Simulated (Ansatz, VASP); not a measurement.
## Ti3Al in VASP and in Ansatz

```
Ti Al
1.0
     2.84576    0.00000    0.00000
    -1.42288    2.46450    0.00000
     0.00000    0.00000    9.46044
Ti Al
3 1
Direct
  0.66667 0.33333 0.00000
  0.33333 0.66667 0.76212
  0.33333 0.66667 0.23788
  0.66667 0.33333 0.50000
```

Alike in both runs: task single point; functional PBEsol; k mesh 15 × 15 × 6; occupations gaussian, width 0.15 eV; no spin polarisation.

|  | VASP | Ansatz |
| --- | --- | --- |
| version | VASP 6.6.1 | Ansatz 0.2.0 |
| potentials or method | VASP PAW PBE potentials, release 64 (Ti_sv, Al), cutoff 520 eV | scalar-relativistic, plane waves, PAW |
| valence electrons in the cell | 39 | 39 |

Ansatz gave:

- gap on the k mesh at the Fermi level (eV): none
- pressure (GPa): 0.7
- traceless stress, the component that is largest in VASP (GPa): -6.04
- rms of the force components (eV/Å): 0.343

Q: Estimate VASP's values.

A: gap on the k mesh at the Fermi level (eV): none; pressure (GPa): 0.5; traceless stress, the component that is largest in VASP (GPa): -5.97; rms of the force components (eV/Å): 0.337.

VASP's potentials were made for PBE, not for PBEsol, and Ansatz warns of the same on its side. Atom by atom the forces differ by 0.006 eV/Å (rms over components). A gap of «none» marks a metal or a gap that the smearing closes.
